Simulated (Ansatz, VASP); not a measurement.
Ga4Sb3As: VASP beside Ansatz

The input INCAR:

```
SYSTEM = Ga4Sb3As
PREC = Accurate ; ENCUT = 520
EDIFF = 1E-6 ; ISMEAR = 0
SIGMA = 0.1 ; LREAL = .False.
LASPH = .True. ; NELM = 100
ALGO = Normal ; ISIF = 2
LWAVE = .False. ; LCHARG = .True.
GGA = PE ; LELF = .True.
LVHAR = .True. ; NBANDS = 46
```

Contents of KPOINTS:

```
regular mesh
0
Gamma
  4 4 4
  0 0 0
```

Contents of POSCAR:

```
Ga4Sb3As
1.0
    6.0994021000      0.0000000000      0.0000000000
    0.0000000000      6.0994021000      0.0000000000
    0.0000000000      0.0000000000      6.0994021000
Ga Sb As
4 3 1
Direct
    0.7587980000      0.7587980000      0.7587980000
    0.7587980000      0.2412020000      0.2412020000
    0.2412020000      0.7587980000      0.2412020000
    0.2412020000      0.2412020000      0.7587980000
    0.5000000000      0.5000000000      0.0000000000
    0.5000000000      0.0000000000      0.5000000000
    0.0000000000      0.5000000000      0.5000000000
    0.0000000000      0.0000000000      0.0000000000
```

Input for Ansatz:

```yaml
crystal:
  lattice:
    - [6.0994021, 0.0, 0.0]
    - [0.0, 6.0994021, 0.0]
    - [0.0, 0.0, 6.0994021]
  atoms:
    - { symbol: Ga, position: [0.758798, 0.758798, 0.758798] }
    - { symbol: Ga, position: [0.758798, 0.241202, 0.241202] }
    - { symbol: Ga, position: [0.241202, 0.758798, 0.241202] }
    - { symbol: Ga, position: [0.241202, 0.241202, 0.758798] }
    - { symbol: Sb, position: [0.5, 0.5, 0.0] }
    - { symbol: Sb, position: [0.5, 0.0, 0.5] }
    - { symbol: Sb, position: [0.0, 0.5, 0.5] }
    - { symbol: As, position: [0.0, 0.0, 0.0] }
basis:
  ecutwfc: 420
kpoints:
  mp_grid: { grid: [4, 4, 4] }
hamiltonian:
  xc: pbe
scf:
  occupations: { method: gaussian, width: 0.1 }
  lower_state_search: "off"
output:
  forces: true
  stress: true
  eigenvalues: true
```

Alike in both runs: task single point; functional PBE; k mesh 4 × 4 × 4; occupations gaussian, width 0.1 eV; no spin polarisation.

|  | VASP | Ansatz |
| --- | --- | --- |
| version | VASP 6.6.1 | Ansatz 0.2.0 |
| potentials or method | VASP PAW PBE potentials, release 64 (Ga_d, Sb, As), cutoff 520 eV | scalar-relativistic, plane waves, PAW |
| valence electrons in the cell | 72 | 112 |

Ansatz gave:

- gap on the k mesh at the Fermi level (eV): none
- pressure (GPa): 0.1

Task: Estimate VASP's values.

Result: gap on the k mesh at the Fermi level (eV): none; pressure (GPa): 0.2.

A gap of «none» marks a metal or a gap that the smearing closes. VASP's potentials hold 72 valence electrons a cell and Ansatz's 112, so a difference there can come from the potentials and not from the codes.

Neither program's run includes spin-orbit coupling.
